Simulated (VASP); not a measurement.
A run of VASP 6.6.1:

INCAR

```
SYSTEM = ZnS
PREC = Accurate ; ENCUT = 600
EDIFF = 1E-7 ; ISMEAR = -1
SIGMA = 0.05 ; LREAL = .FALSE.
LASPH = .TRUE. ; NELM = 100
ALGO = Normal ; ISIF = 3
LWAVE = .FALSE. ; LCHARG = .FALSE.
GGA = PE ; IBRION = 2
NSW = 80 ; EDIFFG = -0.02
```

KPOINTS

```
regular mesh
0
G
  9 9 9
  0 0 0
```

Contents of POSCAR:

```
ZnS
1.0
    0.0000000000      2.7020000000      2.7020000000
    2.7020000000      0.0000000000      2.7020000000
    2.7020000000      2.7020000000      0.0000000000
Zn S
1 1
Direct
    0.7500000000      0.7500000000      0.7500000000
    0.0000000000      0.0000000000      0.0000000000
```

Potentials or basis: VASP PAW PBE potentials, release 64 (Zn, S).

Command:

```sh
$ cat potpaw_PBE.64/Zn/POTCAR potpaw_PBE.64/S/POTCAR > POTCAR
$ mpirun -np 1 vasp_std > vasp.out
```

Hardware: 1 thread of Intel Xeon 8259CL, with other jobs on the host.

Q: Estimate the wall time of this run.

A: It took 62 s on 1 thread of Intel Xeon 8259CL, with other jobs on the host, peak memory 0.19 GiB. Counts: scf iterations 31, k points 35, ion steps 3.
